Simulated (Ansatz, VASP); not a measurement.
## La4TaO in VASP and in Ansatz

File INCAR:

```
PREC     = Accurate       # precision mode
ENCUT    = 600            # plane-wave cutoff, eV
EDIFF    = 1E-6           # SCF threshold, eV
ISMEAR   = 0              # smearing method
SIGMA    = 0.1            # smearing width, eV
LREAL    = False          # projectors in reciprocal space
LASPH    = True           # aspherical terms in the spheres
NELM     = 100            # most SCF steps
ALGO     = Normal         # electronic algorithm
ISIF     = 3              # what is computed and relaxed
LWAVE    = False          # write WAVECAR
LCHARG   = False          # write CHGCAR
GGA      = PE             # functional
IBRION   = 2              # ionic algorithm
NSW      = 90             # ionic steps
EDIFFG   = -0.04          # ionic threshold
```

File KPOINTS:

```
regular mesh
0
Gamma
  4 4 4
```

File POSCAR:

```
La4TaO
1.0
    0.0000000000      4.0695045300      4.0695045300
    4.0695045300      0.0000000000      4.0695045300
    4.0695045300      4.0695045300      0.0000000000
La Ta O
4 1 1
Direct
    0.3753429500      0.3753429500      0.8739711600
    0.8739711600      0.3753429500      0.3753429500
    0.3753429500      0.8739711600      0.3753429500
    0.3753429500      0.3753429500      0.3753429500
    0.7500000000      0.7500000000      0.7500000000
    0.0000000000      0.0000000000      0.0000000000
```

Input for Ansatz:

```yaml
crystal:
  lattice:
    - [0.0, 4.06950453, 4.06950453]
    - [4.06950453, 0.0, 4.06950453]
    - [4.06950453, 4.06950453, 0.0]
  atoms:
    - { symbol: La, position: [0.37534295, 0.37534295, 0.87397116] }
    - { symbol: La, position: [0.87397116, 0.37534295, 0.37534295] }
    - { symbol: La, position: [0.37534295, 0.87397116, 0.37534295] }
    - { symbol: La, position: [0.37534295, 0.37534295, 0.37534295] }
    - { symbol: Ta, position: [0.75, 0.75, 0.75] }
    - { symbol: O, position: [0.0, 0.0, 0.0] }
basis:
  ecutwfc: 420
kpoints:
  mp_grid: { grid: [4, 4, 4] }
hamiltonian:
  xc: pbe
scf:
  occupations: { method: gaussian, width: 0.1 }
  lower_state_search: "off"
output:
  forces: true
  stress: true
  eigenvalues: true
relax:
  adjacent_minimum: "off"
  f_tol: 0.04
  max_steps: 70
  cell: { stress_tol: 0.4 }
```

Change from the starting cell: species swapped into the TbInCu4 type (F-43m, No. 216).

Alike in both runs: task relaxation of cell and atoms; functional PBE; k mesh 4 × 4 × 4; occupations gaussian, width 0.1 eV; no spin polarisation.

|  | VASP | Ansatz |
| --- | --- | --- |
| version | VASP 6.6.1 | Ansatz 0.2.0 |
| potentials or method | VASP PAW PBE potentials, release 64 (La, Ta_pv, O), cutoff 600 eV | scalar-relativistic, plane waves, PAW |
| valence electrons in the cell | 61 | 63 |

Ansatz gave:

```
gap on the k mesh at the Fermi level, each at its own relaxed structure (eV) : none
relaxed volume (Å³/atom)                                                     : 28.25
relaxed cell length with the largest relative difference (Å)                 : 6.212
```

Which values does VASP return?

gap on the k mesh at the Fermi level, each at its own relaxed structure (eV): none; relaxed volume (Å³/atom): 28.31; relaxed cell length with the largest relative difference (Å): 6.217.

A gap of «none» marks a metal or a gap that the smearing closes. VASP's potentials hold 61 valence electrons a cell and Ansatz's 63, so a difference there can come from the potentials and not from the codes.

Neither program's run includes spin-orbit coupling. Noted on VASP's run: the volume moved by over 15 % at a fixed basis, so the end points are rough.
